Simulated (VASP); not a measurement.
Sr2Ca, 3 atoms in the cell. Symmetry: P6/mmm, No. 191, hexagonal system. Conventional cell: a = 6.649 Å, b = 6.649 Å, c = 3.945 Å, α = 90.00°, β = 90.00°, γ = 120.00°. Sr (site symmetry -6m2) has 5 Sr at 3.84 to 3.94 Å and 6 Ca at 4.32 Å within 5.0 Å. Ca (site symmetry 6/mmm) has 2 Ca at 3.94 Å and 12 Sr at 4.32 Å within 5.2 Å. 

```yaml
Program: VASP 6.6.1
Task: single point
Functional: PBE
Potentials_or_basis: VASP PAW PBE potentials, release 64 (Sr_sv, Ca_sv)
Cutoff: 520 eV
k_mesh: 12 × 12 × 12
Occupations: gaussian, width 0.1 eV
Spin: no spin polarisation
Dipole_correction: no
Further_INCAR_settings: ALGO = Fast; EDIFF = 1e-07; NBANDS = 22
```

Potentials or basis: VASP PAW PBE potentials, release 64 (Sr_sv, Ca_sv).

Run with:

```console
$ cat potpaw_PBE.64/Sr_sv/POTCAR potpaw_PBE.64/Ca_sv/POTCAR > POTCAR
$ mpirun -np 1 vasp_std > vasp.out
```

Hardware: 1 thread of AMD EPYC 9R45 96-Core Processor (Zen 5) (shared host).

Problem. Estimate the wall time of this run.

Solution. Run time: 15 min on 1 thread of AMD EPYC 9R45 96-Core Processor (Zen 5), with other jobs on the host, peak memory 0.56 GiB. Counts: scf iterations 64, k points 133.
